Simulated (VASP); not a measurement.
# Nb (Fm-3m) in VASP: further runs

Nb is run at these levels: PBE; tasks: single point.

All numbers are computed with VASP 6.6.1; they aren't measurements. Logs are shortened: lines on timing, memory, paths and dates and some standing lists are left out, and cuts for length are marked.

## 1. The cell of the first run

Symmetry: Fm-3m, No. 225, cubic system. The conventional cell has a = 4.286 Å, b = 4.286 Å, c = 4.286 Å, α = 90.00°, β = 90.00°, γ = 90.00°. Within 4.0 Å of Nb (site symmetry m-3m) lie 12 Nb at 3.03 Å.

## 2. Single point, PBE

The input, INCAR:

```
SYSTEM = Nb
  ALGO = Normal
  EDIFF = 1E-6
  ENCUT = 520
  GGA = PE
  ISIF = 2
  ISMEAR = -1
  LASPH = .True.
  LCHARG = .False.
  LREAL = .False.
  LWAVE = .False.
  NBANDS = 12
  NELM = 80
  PREC = Accurate
  SIGMA = 0.15
```

The input, KPOINTS:

```
k-points
0
Gamma
  12 12 12
  0 0 0
```

The input, POSCAR:

```
Nb
1.0
    0.0000000000      2.1428321391      2.1428321391
    2.1428321391      0.0000000000      2.1428321391
    2.1428321391      2.1428321391      0.0000000000
Nb
1
Direct
    0.0000000000      0.0000000000      0.0000000000
```

Potentials or basis: VASP PAW PBE potentials, release 64 (Nb_sv).

Launch:

```
> cat potpaw_PBE.64/Nb_sv/POTCAR > POTCAR
> mpirun -np 1 vasp_std > vasp.out
```

OUTCAR:

```text
SYSTEM = Nb
   EDIFF = 1E-6
   ENCUT = 520
   GGA = PE
   ISIF = 2
   ISMEAR = -1
   LASPH = .True.
   LREAL = .False.
   NELM = 80
   PREC = Accurate

 ion  position               nearest neighbor table
   1  0.000  0.000  0.000-

  LATTYP: Found a face centered cubic cell.
 ALAT       =     4.2856642782

  Lattice vectors:

 A1 = (   0.0000000000,   2.1428321391,   2.1428321391)
 A2 = (   2.1428321391,   0.0000000000,   2.1428321391)
 A3 = (   2.1428321391,   2.1428321391,   0.0000000000)

Analysis of symmetry for initial positions (statically):
=====================================================================
 Subroutine PRICEL returns:
 Original cell was already a primitive cell.

 Routine SETGRP: Setting up the symmetry group for a
 face centered cubic supercell.

 Subroutine GETGRP returns: Found 48 space group operations
 (whereof 48 operations were pure point group operations)
 out of a pool of 48 trial point group operations.

The static configuration has the point symmetry O_h .

Analysis of symmetry for dynamics (positions and initial velocities):
=====================================================================
 Subroutine PRICEL returns:
 Original cell was already a primitive cell.

 Routine SETGRP: Setting up the symmetry group for a
 face centered cubic supercell.

 Subroutine GETGRP returns: Found 48 space group operations
 (whereof 48 operations were pure point group operations)
 out of a pool of 48 trial point group operations.

The dynamic configuration has the point symmetry O_h .

 Subroutine INISYM returns: Found 48 space group operations
 (whereof 48 operations are pure point group operations),
 and found     1 'primitive' translations

----------------------------------------------------------------------------------------

                                     Primitive cell

  volume of cell :      19.6786

  direct lattice vectors                    reciprocal lattice vectors
     0.000000000  2.142832139  2.142832139    -0.233336056  0.233336056  0.233336056
     2.142832139  0.000000000  2.142832139     0.233336056 -0.233336056  0.233336056
     2.142832139  2.142832139  0.000000000     0.233336056  0.233336056 -0.233336056

  length of vectors
     3.030422273  3.030422273  3.030422273     0.404149904  0.404149904  0.404149904

  position of ions in fractional coordinates (direct lattice)
     0.000000000  0.000000000  0.000000000

  ion indices of the primitive-cell ions
   primitive index   ion index
                 1           1

----------------------------------------------------------------------------------------

 KPOINTS: k-points

Automatic generation of k-mesh.
 Grid dimensions read from file:
 generate k-points for:   12   12   12

 Generating k-lattice:

  Cartesian coordinates                     Fractional coordinates (reciprocal lattice)
    -0.019444671  0.019444671  0.019444671     0.083333333  0.000000000  0.000000000
     0.019444671 -0.019444671  0.019444671     0.000000000  0.083333333  0.000000000
     0.019444671  0.019444671 -0.019444671     0.000000000  0.000000000  0.083333333

  Length of vectors
     0.033679159  0.033679159  0.033679159

  Shift w.r.t. Gamma in fractional coordinates (k-lattice)
     0.000000000  0.000000000  0.000000000

 Subroutine IBZKPT returns following result:
 ===========================================

 Found     72 irreducible k-points:

 Following reciprocal coordinates:
            Coordinates               Weight
  0.000000  0.000000  0.000000      1.000000
  0.083333  0.000000  0.000000      8.000000
  0.166667  0.000000  0.000000      8.000000
  0.250000  0.000000  0.000000      8.000000
  0.333333  0.000000  0.000000      8.000000
  0.416667  0.000000  0.000000      8.000000
[... 16 lines left out ...]
  0.500000  0.166667  0.000000     24.000000
 -0.416667  0.166667  0.000000     24.000000
 [... further k-points ...]
   k-points           NKPTS =     72   k-points in BZ     NKDIM =     72   number of bands    NBANDS=     12
   number of dos      NEDOS =    301   number of ions     NIONS =      1
   total plane-waves  NPLWV =  13824
   dimension x,y,z NGX =    24 NGY =   24 NGZ =   24
   dimension x,y,z NGXF=    48 NGYF=   48 NGZF=   48
   ions per type =               1
   NGX,Y,Z   is equivalent  to a cutoff of  13.17, 13.17, 13.17 a.u.
   NGXF,Y,Z  is equivalent  to a cutoff of  26.33, 26.33, 26.33 a.u.
 SYSTEM =  Nb
   PREC   = accura    normal or accurate (medium, high low for compatibility)
   ISTART =      0    job   : 0-new  1-cont  2-samecut
   ICHARG =      2    charge: 1-file 2-atom 10-const
   ISPIN  =      1    spin polarized calculation?
   LNONCOLLINEAR =      F non collinear calculations
   LSORBIT =      F    spin-orbit coupling
   LASPH  =      T    aspherical Exc in radial PAW
   ENCUT  =  520.0 eV  38.22 Ry    6.18 a.u.   5.63  5.63  5.63*2*pi/ulx,y,z
   NELM   =     80;   NELMIN=  2; NELMDL= -5     # of ELM steps
   EDIFF  = 0.1E-05   stopping-criterion for ELM
   LREAL  =      F    real-space projection
   EDIFFG = 0.1E-04   stopping-criterion for IOM
   NSW    =      0    number of steps for IOM
   IBRION =     -1    ionic relax: 0-MD 1-quasi-New 2-CG
   NFREE  =      0    steps in history (QN), initial steepest desc. (CG)
   ISIF   =      2    stress and relaxation
   ISYM   =      2    0-nonsym 1-usesym 2-fastsym
   POTIM  = 0.5000    time-step for ionic-motion
   TEBEG  =    0.0;   TEEND  =   0.0 temperature during run
   PSTRESS=    0.0 pullay stress
   NELECT =      13.0000    total number of electrons
   NUPDOWN=      -1.0000    fix difference up-down
   EMIN   =  10.00;   EMAX   =-10.00  energy-range for DOS
   EFERMI =   0.00;   METHOD = LEGACY
   ISMEAR =    -1;   SIGMA  =   0.15  broadening in eV -4-tet -1-fermi 0-gaus
   EFERMI_NEDOS =   21; number of points for ismear=-14 and -15
   IALGO  =     38    algorithm
   IMIX   =      4    mixing-type and parameters
     AMIX     =   0.40;   BMIX     =  1.00
     AMIX_MAG =   1.60;   BMIX_MAG =  1.00
  volume/ion in A,a.u.               =      19.68       132.80
  Fermi-wavevector in a.u.,A,eV,Ry     =   1.425797  2.694366 27.659257  2.032898
  Thomas-Fermi vector in A             =   2.546143
   LORBIT       =      0    0 simple, 1 ext, 2 COOP (PROOUT), +10 PAW based schemes
   GGA     = PE    functional components
   LHFCALC =     F    Hartree Fock is set to
   AEXX    =    0.0000 exact exchange contribution
   IVDW    =     0    specifies the selected vdW correction
   LEPSILON=     F    determine dielectric tensor
   LRPA    =     F    only Hartree local field effects (RPA)
 non-spin polarized calculation
  energy-cutoff  :      520.00
  volume of cell :       19.68
 maximum number of plane-waves:       544
   NGX = 11   NGY = 11   NGZ = 11

 number of electron      12.9999999 magnetization

 Free energy of the ion-electron system (eV)
  ---------------------------------------------------
  ext. energy  EPLUGINS =         0.00000000
  ---------------------------------------------------
  free energy    TOTEN  =        -9.92782969 eV

  energy without entropy =       -9.80851448  energy(sigma->0) =       -9.86817209

 E-fermi :  10.3309     XC(G=0): -12.0520

 val. band max:       10.3260792753   @ k =  -0.3333   0.0833   0.0000
 cond. band min:      10.3326402076   @ k =   0.3333   0.1667   0.0000
 fundamental gap:      0.0065609323
 Fermi energy:        10.3309338969

 k-point     1 :       0.0000    0.0000    0.0000
  band No.  band energies     occupation
      1     -44.5246      2.00000
      2     -19.9934      2.00000
      3     -19.9934      2.00000
      4     -19.9934      2.00000
      5       4.2172      2.00000
      6      10.4542      0.61075
      7      10.4542      0.61075
      8      10.4542      0.61075
      9      12.8821      0.00000
     10      12.8821      0.00000
     11      22.0796      0.00000
     12      26.6546      0.00000

 k-point     2 :       0.0833    0.0000    0.0000
  band No.  band energies     occupation
      1     -44.5141      2.00000
      2     -20.0656      2.00000
      3     -20.0024      2.00000
      4     -20.0024      2.00000
      5       4.4607      2.00000
      6      10.2718      1.19475
      7      10.5633      0.35037
      8      10.5633      0.35037
      9      12.7909      0.00000
     10      12.7909      0.00000
     11      22.5577      0.00000
     12      25.6682      0.00000

 k-point     3 :       0.1667    0.0000    0.0000
  band No.  band energies     occupation
      1     -44.4854      2.00000
      2     -20.2597      2.00000
      3     -20.0272      2.00000
      4     -20.0272      2.00000
      5       5.1245      2.00000
      6       9.8842      1.90315
      7      10.7820      0.09423
      8      10.7820      0.09423
      9      12.6814      0.00000
     10      12.6814      0.00000
     11      23.4695      0.00000
     12      24.3671      0.00000

 k-point     4 :       0.2500    0.0000    0.0000
  band No.  band energies     occupation
      1     -44.4459      2.00000
      2     -20.5178      2.00000
      3     -20.0607      2.00000
      4     -20.0607      2.00000
      5       5.9649      2.00000
      6       9.6719      1.97560
      7      10.8043      0.08172
      8      10.8043      0.08172
      9      12.9526      0.00000
     10      12.9526      0.00000
     11      22.4433      0.00000
     12      24.9882      0.00000

 k-point     5 :       0.3333    0.0000    0.0000
  band No.  band energies     occupation
      1     -44.4061      2.00000
      2     -20.7683      2.00000
      3     -20.0939      2.00000
      4     -20.0939      2.00000
      5       6.5296      2.00000
      6      10.0819      1.68060
      7      10.5874      0.30646
      8      10.5874      0.30646
      9      13.6547      0.00000
     10      13.6547      0.00000
     11      21.3503      0.00000
     12      24.0821      0.00000

 k-point     6 :       0.4167    0.0000    0.0000
  band No.  band energies     occupation
      1     -44.3768      2.00000
      2     -20.9474      2.00000
      3     -20.1181      2.00000
      4     -20.1181      2.00000
      5       6.6651      2.00000
      6      10.3719      0.86436
      7      10.3719      0.86436
      8      11.0096      0.02145
      9      14.3884      0.00000
     10      14.3884      0.00000
     11      20.5347      0.00000
     12      22.4526      0.00000

 k-point     7 :       0.5000    0.0000    0.0000
  band No.  band energies     occupation
      1     -44.3660      2.00000
      2     -21.0121      2.00000
      3     -20.1269      2.00000
      4     -20.1269      2.00000
      5       6.6649      2.00000
      6      10.2888      1.13943
      7      10.2888      1.13943
      8      11.5292      0.00068
      9      14.7089      0.00000
     10      14.7089      0.00000
     11      20.1358      0.00000
     12      21.7963      0.00000

 k-point     8 :       0.0833    0.0833    0.0000
  band No.  band energies     occupation
      1     -44.5106      2.00000
      2     -20.0638      2.00000
      3     -20.0183      2.00000
      4     -20.0183      2.00000
      5       4.5419      2.00000
      6      10.1386      1.56567
      7      10.6464      0.21763
      8      10.6464      0.21763
      9      12.5176      0.00000
     10      12.9850      0.00000
     11      22.7262      0.00000
     12      26.0085      0.00000
[... 166 lines left out ...]
 k-point    20 :       0.2500    0.1667    0.0000
  band No.  band energies     occupation
      1     -44.4427      2.00000
      2     -20.4164      2.00000
      3     -20.1285      2.00000
      4     -20.1225      2.00000
      5       6.0912      2.00000
      6       9.0068      1.99971
      7      10.9072      0.04201
      8      11.5222      0.00071
      9      12.0258      0.00002
     10      13.5289      0.00000
     11      24.5898      0.00000
     12      25.6242      0.00000

 k-point    21 :       0.3333    0.1667    0.0000
  band No.  band energies     occupation
      1     -44.4066      2.00000
      2     -20.6232      2.00000
      3     -20.1694      2.00000
      4     -20.1648      2.00000
      5       6.8318      2.00000
      6       8.8675      1.99988
      7      10.3326      0.99431
      8      11.5253      0.00070
      9      13.0993      0.00000
     10      14.0545      0.00000
     11      23.2017      0.00000
     12      25.5478      0.00000

 k-point    22 :       0.4167    0.1667    0.0000
  band No.  band energies     occupation
      1     -44.3737      2.00000
      2     -20.8028      2.00000
      3     -20.2273      2.00000
      4     -20.1856      2.00000
      5       7.2444      2.00000
      6       9.1507      1.99923
      7      10.0490      1.73506
      8      11.3091      0.00294
      9      14.4744      0.00000
     10      14.6325      0.00000
     11      21.5065      0.00000
     12      24.2281      0.00000

 k-point    23 :       0.5000    0.1667    0.0000
  band No.  band energies     occupation
      1     -44.3531      2.00000
      2     -20.9091      2.00000
      3     -20.2814      2.00000
      4     -20.1854      2.00000
      5       7.3568      2.00000
      6       9.2641      1.99837
      7      10.4148      0.72760
      8      11.0892      0.01267
      9      14.7804      0.00000
     10      15.8518      0.00000
     11      19.9271      0.00000
     12      23.5492      0.00000

 k-point    24 :      -0.4167    0.1667    0.0000
  band No.  band energies     occupation
      1     -44.3505      2.00000
      2     -20.9180      2.00000
      3     -20.3152      2.00000
      4     -20.1643      2.00000
      5       7.4283      2.00000
      6       9.3312      1.99745
      7      10.5550      0.36679
      8      10.9861      0.02505
      9      14.2762      0.00000
     10      16.4041      0.00000
     11      19.8103      0.00000
     12      23.4950      0.00000

 [... further k-points ...]
[... 5 lines left out ...]
  --------------------------------------------------------------------------------------
  -------------------------------------------------------------------------------------
  Total       -0.8571423     -0.8571423     -0.8571423      0.0000000      0.0000000      0.0000000
  in kB      -69.7861190    -69.7861190    -69.7861190      0.0000000      0.0000000      0.0000000
  external PRESSURE =     -69.7861190 kB  Pullay stress =       0.0000000 kB

 VOLUME and BASIS-vectors are now :
 -----------------------------------------------------------------------------
  energy-cutoff  :      520.00
  volume of cell :       19.68
      direct lattice vectors                 reciprocal lattice vectors
     0.000000000  2.142832139  2.142832139    -0.233336056  0.233336056  0.233336056
     2.142832139  0.000000000  2.142832139     0.233336056 -0.233336056  0.233336056
     2.142832139  2.142832139  0.000000000     0.233336056  0.233336056 -0.233336056

 POSITION                                       TOTAL-FORCE (eV/Angst)
 -----------------------------------------------------------------------------------
      0.00000      0.00000      0.00000        -0.000000     -0.000000     -0.000000
 -----------------------------------------------------------------------------------
    total drift:                               -0.000000      0.000000      0.000000

  FREE ENERGIE OF THE ION-ELECTRON SYSTEM (eV)
  ---------------------------------------------------
  free  energy   TOTEN  =        -9.9278296941 eV

  energy  without entropy=       -9.8085144774  energy(sigma->0) =       -9.86817209
```

Run time: 18 s. Hardware: 1 thread of AMD EPYC 7R43 (Zen 3), shared host; peak memory 0.11 GiB.

Results:

* Free energy: -9.9278 eV
* Pressure: -7.0 GPa

## 3. Single point, PBE

This run uses another cell than the first one, of 20.06 Å³/atom, 1.019 times its volume.

The input, INCAR:

```
PREC = Accurate
ENCUT = 520
EDIFF = 1E-6
ISMEAR = -1
SIGMA = 0.15
LREAL = False
LASPH = True
NELM = 80
ALGO = Normal
ISIF = 2
LWAVE = False
LCHARG = False
GGA = PE
NBANDS = 12
```

The input, KPOINTS:

```
Automatic mesh
0
Gamma
  12 12 12
```

The input, POSCAR:

```
Nb
1.0
    0.0000000000      2.1564811194      2.1564811194
    2.1564811194      0.0000000000      2.1564811194
    2.1564811194      2.1564811194      0.0000000000
Nb
1
Direct
    0.0000000000      0.0000000000      0.0000000000
```

Potentials or basis: VASP PAW PBE potentials, release 64 (Nb_sv).

Launch:

```
> cat potpaw_PBE.64/Nb_sv/POTCAR > POTCAR
> mpirun -np 1 vasp_std > vasp.out
```

Run time: 19 s. Hardware: 1 thread of AMD EPYC 7R43 (Zen 3), shared host; peak memory 0.11 GiB.

The run converged. Its results:

* Free energy: -9.9086 eV
* Pressure: -9.5 GPa

Levels at points of the mesh, in eV from the Fermi level:
```
           k point  band 4  band 5  band 6  band 7  band 8  band 9
(0.00, 0.00, 0.00)  -30.38   -6.06    0.13    0.13    0.13    2.49
(0.50, 0.00, 0.00)  -30.51   -3.60   -0.03   -0.03    1.14    4.27
(0.50, 0.50, 0.00)  -30.72   -3.71   -3.01    3.21    4.25    4.77
```
